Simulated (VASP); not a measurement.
Here is a VASP 6.6.1 calculation.

File INCAR:

```
SYSTEM = WSe2
PREC = Accurate
ENCUT = 600
EDIFF = 1E-6
ISMEAR = 0
SIGMA = 0.02
LREAL = .False.
LASPH = .True.
NELM = 60
ALGO = Normal
ISIF = 3
LWAVE = .False.
LCHARG = .False.
GGA = PS
IBRION = 2
NSW = 100
EDIFFG = -0.005
LUSENCCL = .False.
```

Contents of KPOINTS:

```
regular mesh
0
Gamma
  12 12 2
  0 0 0
```

The input POSCAR:

```
WSe2
1.0
    3.3178532690      0.0000000000      0.0000000000
   -1.6589266345      2.8733452170      0.0000000000
    0.0000000000      0.0000000000     24.0685192700
W Se
2 4
Direct
    0.6666666700      0.3333333300      0.1415375200
    0.3333333300      0.6666666700      0.8584624800
    0.3333333300      0.6666666700      0.2105944900
    0.6666666700      0.3333333300      0.9275621000
    0.3333333300      0.6666666700      0.0724379000
    0.6666666700      0.3333333300      0.7894055100
```

Potentials or basis: VASP PAW PBE potentials, release 64 (W_sv, Se).

Command:

```bash
$ cat potpaw_PBE.64/W_sv/POTCAR potpaw_PBE.64/Se/POTCAR > POTCAR
$ mpirun -np 1 vasp_std > vasp.out
```

Question: Estimate the band gap on the k mesh.

Answer: 1.41 eV (least direct gap 1.64 eV).

Question: Estimate the space group after relaxing (to 0.1 Å).

Answer: P-3m1 (No. 164).

Question: Predict the relaxed cell.

Answer: a = 3.273 Å, b = 3.273 Å, c = 23.505 Å, α = 90.00°, β = 90.00°, γ = 120.00°.

Forces in eV/Å, atoms in the order of the input:
```
W    0.000  0.000  0.000
W    0.000  0.000  0.000
Se   0.000  0.000  0.004
Se   0.000  0.000  0.004
Se   0.000  0.000 -0.004
Se   0.000  0.000 -0.004
```

Caveat: there is no dipole correction, which matters where the two faces differ; the relaxation moved the vacuum too, so the length across it says nothing of the material; the PAW data sets were made with another functional, which shifts forces and pressure a little; spin-orbit coupling is left out, which moves the levels of the heavy elements.
